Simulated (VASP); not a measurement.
Set up this calculation in VASP 6.6.1, as the native input.

```yaml
Task: single point
Functional: r2SCAN
Potentials_or_basis: VASP PAW PBE potentials, release 64 (Ge_d)
Cutoff: 520 eV
k_mesh: 20 × 20 × 18
Occupations: gaussian, width 0.15 eV
Spin: no spin polarisation
Dipole_correction: no
Further_INCAR_settings: ALGO = Normal; EDIFF = 1e-07; NBANDS = 13
```

Crystal: Ge.

```xyz
1
Lattice="1.3622 -2.5355 0.0000 1.3622 2.5355 0.0000 0.0000 0.0000 2.8331" Properties=species:S:1:pos:R:3 pbc="T T T"
Ge    1.3622    0.0000    0.0000
```

This cell differs from its parent crystal: strain -0.025 along x and y, +0.050 along z.

The input as run:

POSCAR

```
Ge
1.0
    1.3622202750     -2.5355031000      0.0000000000
    1.3622202750      2.5355031000      0.0000000000
    0.0000000000      0.0000000000      2.8331425500
Ge
1
Direct
    0.5000000000      0.5000000000      0.0000000000
```

INCAR.step1

```
SYSTEM = Ge
PREC = Accurate
ENCUT = 520
ISMEAR = 0
SIGMA = 0.15
LREAL = .FALSE.
LASPH = .TRUE.
NELM = 80
NBANDS = 13
GGA = PE
ALGO = Normal
EDIFF = 1E-4
LWAVE = .TRUE.
LCHARG = .FALSE.
```

INCAR.step2

```
SYSTEM = Ge
PREC = Accurate
ENCUT = 520
EDIFF = 1E-7
ISMEAR = 0
SIGMA = 0.15
LREAL = .FALSE.
LASPH = .TRUE.
NELM = 80
ALGO = Normal
ISIF = 2
LWAVE = .FALSE.
LCHARG = .FALSE.
METAGGA = R2SCAN
LMIXTAU = .TRUE.
NBANDS = 13
ISTART = 1
```

KPOINTS

```
regular mesh
0
G
  20 20 18
  0 0 0
```

Potentials or basis: VASP PAW PBE potentials, release 64 (Ge_d).

Command:

```sh
$ cat potpaw_PBE.64/Ge_d/POTCAR > POTCAR
$ cp INCAR.step1 INCAR
$ mpirun -np 1 vasp_std > vasp.out
$ cp INCAR.step2 INCAR
$ mpirun -np 1 vasp_std > vasp.out
```

Results of the run:

| Item | Value |
| --- | --- |
| Pressure | -2.5 GPa |
| Band gap on the k mesh | zero (bands 7 and 8 overlap by 8.55 eV) |

Caveat: the cell differs from its parent crystal (strain -0.025 along x and y, +0.050 along z); the stress differs along the axes, from -10 to 2 GPa; the PAW data sets were made with another functional, which shifts forces and pressure a little.

Run time: 4.7 min on 1 thread of Intel(R) Xeon(R) 6975P-C (Granite Rapids) (shared host), peak memory 0.36 GiB.
